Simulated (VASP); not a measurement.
Here is a VASP 6.6.1 calculation.

POSCAR

```
C
1.0
    0.0000000000      1.7801241434      1.7801241434
    1.7801241434      0.0000000000      1.7801241434
    1.7801241434      1.7801241434      0.0000000000
C
2
Direct
    0.0000000000      0.0000000000      0.0000000000
    0.2500000000      0.2500000000      0.2500000000
```

File INCAR.step1:

```
  ALGO = Normal
  EDIFF = 1E-4
  ENCUT = 520
  GGA = PE
  ISMEAR = 0
  LASPH = True
  LCHARG = False
  LREAL = False
  LWAVE = True
  NBANDS = 11
  NELM = 60
  PREC = Accurate
  SIGMA = 0.01
```

Contents of INCAR.step2:

```
  ALGO = Normal
  EDIFF = 1E-7
  ENCUT = 520
  ISIF = 2
  ISMEAR = 0
  ISTART = 1
  LASPH = True
  LCHARG = False
  LMIXTAU = True
  LREAL = False
  LWAVE = False
  METAGGA = R2SCAN
  NBANDS = 11
  NELM = 60
  PREC = Accurate
  SIGMA = 0.01
```

File KPOINTS:

```
k-points
0
Gamma
  12 12 12
```

Potentials or basis: VASP PAW PBE potentials, release 64 (C).

Launch:

```console
$ cat potpaw_PBE.64/C/POTCAR > POTCAR
$ cp INCAR.step1 INCAR
$ mpirun -np 1 vasp_std > vasp.out
$ cp INCAR.step2 INCAR
$ mpirun -np 1 vasp_std > vasp.out
```

Estimate the band gap on the k mesh.

4.36 eV (least direct gap 5.85 eV).

Predict the pressure.

1.1 GPa.

Caveat: the PAW data sets were made with another functional, which shifts forces and pressure a little. A k mesh can miss the band edges.
